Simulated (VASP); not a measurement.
# SnS2 (P-3m1) in VASP: notebook

Runs on SnS2. Level: PBEsol. Tasks: single point.

Everything below comes from runs of VASP 6.6.1. Logs are shortened: lines on timing, memory, paths and dates and some standing lists are left out, and cuts for length are marked.

## Step 1: The cell of the first run

It takes space group P-3m1 (No. 164, trigonal). The conventional cell has a = 3.639 Å, b = 3.639 Å, c = 5.868 Å, α = 90.00°, β = 90.00°, γ = 120.00°. Within 3.4 Å of Sn (site symmetry -3m) lie 6 S at 2.56 Å. S (site symmetry 3m) has 3 Sn at 2.56 Å within 3.4 Å.

## Step 2: Single point, PBEsol

INCAR

```
SYSTEM = SnS2
PREC = Accurate ; ENCUT = 500
EDIFF = 1E-6 ; ISMEAR = 0
SIGMA = 0.1 ; LREAL = .FALSE.
LASPH = .TRUE. ; NELM = 120
ALGO = Normal ; ISIF = 2
LWAVE = .FALSE. ; LCHARG = .FALSE.
GGA = PS ; NBANDS = 20
GGA_COMPAT = .FALSE.
```

KPOINTS

```
Automatic mesh
0
G
  6 6 4
  0 0 0
```

POSCAR

```
SnS2
1.0
    3.6390000000      0.0000000000      0.0000000000
   -1.8195000000      3.1514664444      0.0000000000
    0.0000000000      0.0000000000      5.8680000000
Sn S
1 2
Direct
    0.0000000000      0.0000000000      0.0000000000
    0.3333333333      0.6666666667      0.2500000000
    0.6666666667      0.3333333333      0.7500000000
```

Potentials or basis: VASP PAW PBE potentials, release 64 (Sn_d, S).

On the command line:

```console
$ cat potpaw_PBE.64/Sn_d/POTCAR potpaw_PBE.64/S/POTCAR > POTCAR
$ mpirun -np 1 vasp_std > vasp.out
```

OUTCAR:

```text
SYSTEM = SnS2
   PREC = Accurate
   ENCUT = 500
   EDIFF = 1E-6
   ISMEAR = 0
   LREAL = .FALSE.
   LASPH = .TRUE.
   NELM = 120
   ISIF = 2
   GGA = PS

 ion  position               nearest neighbor table
   1  0.000  0.000  0.000-   2 2.56   3 2.56   3 2.56   2 2.56   3 2.56   2 2.56
   2  0.333  0.667  0.250-   1 2.56   1 2.56   1 2.56
   3  0.667  0.333  0.750-   1 2.56   1 2.56   1 2.56

  LATTYP: Found a hexagonal cell.
 ALAT       =     3.6390000000
 C/A-ratio  =     1.6125309151

  Lattice vectors:

 A1 = (   3.6390000000,   0.0000000000,   0.0000000000)
 A2 = (  -1.8195000000,   3.1514664444,   0.0000000000)
 A3 = (   0.0000000000,   0.0000000000,   5.8680000000)

Analysis of symmetry for initial positions (statically):
=====================================================================
 Subroutine PRICEL returns:
 Original cell was already a primitive cell.

 Routine SETGRP: Setting up the symmetry group for a
 hexagonal supercell.

 Subroutine GETGRP returns: Found 12 space group operations
 (whereof 12 operations were pure point group operations)
 out of a pool of 24 trial point group operations.

The static configuration has the point symmetry D_3d.

Analysis of symmetry for dynamics (positions and initial velocities):
=====================================================================
 Subroutine PRICEL returns:
 Original cell was already a primitive cell.

 Routine SETGRP: Setting up the symmetry group for a
 hexagonal supercell.

 Subroutine GETGRP returns: Found 12 space group operations
 (whereof 12 operations were pure point group operations)
 out of a pool of 24 trial point group operations.

The dynamic configuration has the point symmetry D_3d.

 Subroutine INISYM returns: Found 12 space group operations
 (whereof 12 operations are pure point group operations),
 and found     1 'primitive' translations

----------------------------------------------------------------------------------------

                                     Primitive cell

  volume of cell :      67.2953

  direct lattice vectors                    reciprocal lattice vectors
     3.639000000  0.000000000  0.000000000     0.274800769  0.158656298  0.000000000
    -1.819500000  3.151466444  0.000000000     0.000000000  0.317312596  0.000000000
     0.000000000  0.000000000  5.868000000     0.000000000  0.000000000  0.170415815

  length of vectors
     3.639000000  3.639000000  5.868000000     0.317312596  0.317312596  0.170415815

[... 80 lines left out ...]
   NELM   =    120;   NELMIN=  2; NELMDL= -5     # of ELM steps
   EDIFF  = 0.1E-05   stopping-criterion for ELM
   LREAL  =      F    real-space projection
   EDIFFG = 0.1E-04   stopping-criterion for IOM
   NSW    =      0    number of steps for IOM
   IBRION =     -1    ionic relax: 0-MD 1-quasi-New 2-CG
   NFREE  =      0    steps in history (QN), initial steepest desc. (CG)
   ISIF   =      2    stress and relaxation
   ISYM   =      2    0-nonsym 1-usesym 2-fastsym
   POTIM  = 0.5000    time-step for ionic-motion
   TEBEG  =    0.0;   TEEND  =   0.0 temperature during run
   PSTRESS=    0.0 pullay stress
   NELECT =      26.0000    total number of electrons
   NUPDOWN=      -1.0000    fix difference up-down
   EMIN   =  10.00;   EMAX   =-10.00  energy-range for DOS
   EFERMI =   0.00;   METHOD = LEGACY
   ISMEAR =     0;   SIGMA  =   0.10  broadening in eV -4-tet -1-fermi 0-gaus
   EFERMI_NEDOS =   21; number of points for ismear=-14 and -15
   IALGO  =     38    algorithm
   IMIX   =      4    mixing-type and parameters
     AMIX     =   0.40;   BMIX     =  1.00
     AMIX_MAG =   1.60;   BMIX_MAG =  1.00
  volume/ion in A,a.u.               =      22.43       151.38
  Fermi-wavevector in a.u.,A,eV,Ry     =   1.192352  2.253218 19.343434  1.421702
  Thomas-Fermi vector in A             =   2.328392
   LORBIT       =      0    0 simple, 1 ext, 2 COOP (PROOUT), +10 PAW based schemes
   GGA     = PS    functional components
   LHFCALC =     F    Hartree Fock is set to
   AEXX    =    0.0000 exact exchange contribution
   IVDW    =     0    specifies the selected vdW correction
   LEPSILON=     F    determine dielectric tensor
   LRPA    =     F    only Hartree local field effects (RPA)
 non-spin polarized calculation
 Gauss-broadening in eV      SIGMA  =   0.10
  energy-cutoff  :      500.00
  volume of cell :       67.30
 maximum number of plane-waves:      1737
 NGX is ok and might be reduce to    28
   NGX = 13   NGY = 13   NGZ = 21

 number of electron      26.0000007 magnetization

 Free energy of the ion-electron system (eV)
  ---------------------------------------------------
  ext. energy  EPLUGINS =         0.00000000
  ---------------------------------------------------
  free energy    TOTEN  =       -14.25947395 eV

  energy without entropy =      -14.25947395  energy(sigma->0) =      -14.25947395

 E-fermi :   5.2248     XC(G=0):  -9.8589

 val. band max:        4.7312185785   @ k =   0.0000   0.0000   0.0000
 cond. band min:       6.1192992116   @ k =   0.5000   0.0000   0.2500
 fundamental gap:      1.3880806331
 Fermi energy:         5.2248324758

 k-point     1 :       0.0000    0.0000    0.0000
  band No.  band energies     occupation
      1     -16.1287      2.00000
      2     -16.1287      2.00000
      3     -16.0845      2.00000
      4     -16.0544      2.00000
      5     -16.0544      2.00000
      6      -9.1641      2.00000
[... 541 lines left out ...]
     19      14.2690      0.00000
     20      14.2828      0.00000

------------------------ aborting loop because EDIFF is reached ----------------------------------------

  FORCE on cell =-STRESS in cart. coord.  units (eV):
  Direction    XX          YY          ZZ          XY          YZ          ZX
  --------------------------------------------------------------------------------------
  -------------------------------------------------------------------------------------
  Total        0.4587473      0.4587473      0.4875130      0.0000000     -0.0000000      0.0000000
  in kB       10.9219264     10.9219264     11.6067854      0.0000000     -0.0000000      0.0000000
  external PRESSURE =      11.1502128 kB  Pullay stress =       0.0000000 kB

 VOLUME and BASIS-vectors are now :
 -----------------------------------------------------------------------------
  energy-cutoff  :      500.00
  volume of cell :       67.30
      direct lattice vectors                 reciprocal lattice vectors
     3.639000000  0.000000000  0.000000000     0.274800769  0.158656298  0.000000000
    -1.819500000  3.151466444  0.000000000     0.000000000  0.317312596  0.000000000
     0.000000000  0.000000000  5.868000000     0.000000000  0.000000000  0.170415815

 POSITION                                       TOTAL-FORCE (eV/Angst)
 -----------------------------------------------------------------------------------
      0.00000      0.00000      0.00000        -0.000000      0.000000     -0.000000
     -0.00000      2.10098      1.46700        -0.000000      0.000000      0.093438
      1.81950      1.05049      4.40100         0.000000      0.000000     -0.093438
 -----------------------------------------------------------------------------------
    total drift:                               -0.000000     -0.000000     -0.000000

  FREE ENERGIE OF THE ION-ELECTRON SYSTEM (eV)
  ---------------------------------------------------
  free  energy   TOTEN  =       -14.2594739501 eV

  energy  without entropy=      -14.2594739501  energy(sigma->0) =      -14.25947395
```

OSZICAR:

```text
N       E                     dE             d eps       ncg     rms          rms(c)
DAV:   1     0.213279806163E+03    0.21328E+03   -0.12101E+04   992   0.152E+03
DAV:   2     0.120789771274E+02   -0.20120E+03   -0.19287E+03  1020   0.408E+02
DAV:   3    -0.136822881188E+02   -0.25761E+02   -0.24932E+02  1176   0.121E+02
DAV:   4    -0.146899900952E+02   -0.10077E+01   -0.10054E+01  1148   0.249E+01
DAV:   5    -0.147194946027E+02   -0.29505E-01   -0.29500E-01  1408   0.441E+00    0.872E+00
DAV:   6    -0.142973022118E+02    0.42219E+00   -0.79004E-01  1484   0.104E+01    0.604E+00
DAV:   7    -0.142627117055E+02    0.34591E-01   -0.26237E-01  1256   0.358E+00    0.159E+00
DAV:   8    -0.142594630346E+02    0.32487E-02   -0.28269E-02  1340   0.166E+00    0.625E-01
DAV:   9    -0.142594553874E+02    0.76472E-05   -0.21796E-03  1120   0.347E-01    0.152E-01
DAV:  10    -0.142594495806E+02    0.58068E-05   -0.27819E-04  1308   0.110E-01    0.720E-02
DAV:  11    -0.142594718531E+02   -0.22272E-04   -0.35215E-05  1116   0.353E-02    0.133E-02
DAV:  12    -0.142594730274E+02   -0.11742E-05   -0.18807E-06  1064   0.964E-03    0.115E-02
DAV:  13    -0.142594739501E+02   -0.92269E-06   -0.16230E-06   916   0.974E-03
   1 F= -.14259474E+02 E0= -.14259474E+02  d E =-.108363E-13
```

stdout:

```text
POSCAR found type information on POSCAR SnS
 POSCAR found :  2 types and       3 ions
 scaLAPACK will be used
 -----------------------------------------------------------------------------
|                                                                             |
|                                                                             |
|     You enforced a specific xc type in the INCAR file but a different       |
|     I HOPE YOU KNOW WHAT YOU ARE DOING!                                     |
|                                                                             |
 -----------------------------------------------------------------------------

 LDA part: xc-table for (Slater+PW92), standard interpolation
 POSCAR, INCAR and KPOINTS ok, starting setup
 FFT: planning ... GRIDC
 FFT: planning ... GRID_SOFT
 FFT: planning ... GRID
 WAVECAR not read
 entering main loop
```

Wall time 56 s (1 thread of Intel Xeon 8259CL, shared host); peak memory 0.19 GiB.

Results:

* Free energy: -14.2595 eV
* Pressure: 1.1 GPa
* Largest force: 0.093 eV/Å
* Band gap on the k mesh: 1.39 eV (least direct gap 1.86 eV)

Forces on the atoms (eV/Å):
```
Sn   0.000  0.000  0.000
S    0.000  0.000  0.093
S    0.000  0.000 -0.093
```

Caveat: the PAW data sets were made with another functional, which shifts forces and pressure a little; spin-orbit coupling is left out, which moves the levels of the heavy elements; this functional lacks dispersion, which binds the layers, so the pressure and a relaxed spacing across them are unreliable.

## Step 3: Single point, PBEsol

This run uses another cell than the first one, of 23.33 Å³/atom.

INCAR

```
SYSTEM = SnS2
PREC = Accurate
ENCUT = 500
EDIFF = 1E-6
ISMEAR = 0
SIGMA = 0.02
LREAL = .FALSE.
LASPH = .TRUE.
NELM = 120
ALGO = Normal
ISIF = 2
LWAVE = .FALSE.
LCHARG = .TRUE.
GGA = PS
LELF = .TRUE.
LVHAR = .TRUE.
NBANDS = 20
GGA_COMPAT = .FALSE.
```

KPOINTS

```
regular mesh
0
G
  12 12 6
  0 0 0
```

POSCAR

```
SnS2
1.0
    3.6510442298      0.0000000000      0.0000000000
   -1.8255221149      3.1618970534      0.0000000000
    0.0000000000      0.0000000000      6.0616123946
Sn S
1 2
Direct
    0.0000000000      0.0000000000      0.0000000000
    0.3333333333      0.6666666667      0.2431585152
    0.6666666667      0.3333333333      0.7568414848
```

Potentials or basis: VASP PAW PBE potentials, release 64 (Sn_d, S).

On the command line:

```console
$ cat potpaw_PBE.64/Sn_d/POTCAR potpaw_PBE.64/S/POTCAR > POTCAR
$ mpirun -np 1 vasp_std > vasp.out
```

Wall time 3.4 min (1 thread of Intel Xeon 8259CL, shared host); peak memory 0.27 GiB.

The run converged. Its results:

```
Free energy            : -14.2722 eV
Pressure               : -0.1 GPa
Band gap on the k mesh : 1.44 eV (least direct gap 1.84 eV)
```

Levels at points of the mesh, in eV from the valence-band top:
```
           k point  band 11  band 12  band 13  band 14  band 15  band 16
(0.00, 0.00, 0.00)    -0.21    -0.21    -0.05     1.97     3.66     5.44
(0.50, 0.00, 0.00)    -2.41    -0.85    -0.21     1.68     4.48     6.00
(0.00, 0.00, 0.50)    -0.59    -0.12    -0.12     3.05     3.70     5.25
(0.50, 0.00, 0.50)    -1.80    -0.61    -0.47     1.47     4.69     5.58
```

Caveat: the PAW data sets were made with another functional, which shifts forces and pressure a little; spin-orbit coupling is left out, which moves the levels of the heavy elements; this functional lacks dispersion, which binds the layers, so the pressure and a relaxed spacing across them are unreliable. A k mesh can miss the band edges.

(Part 1 of 2 ends here.)
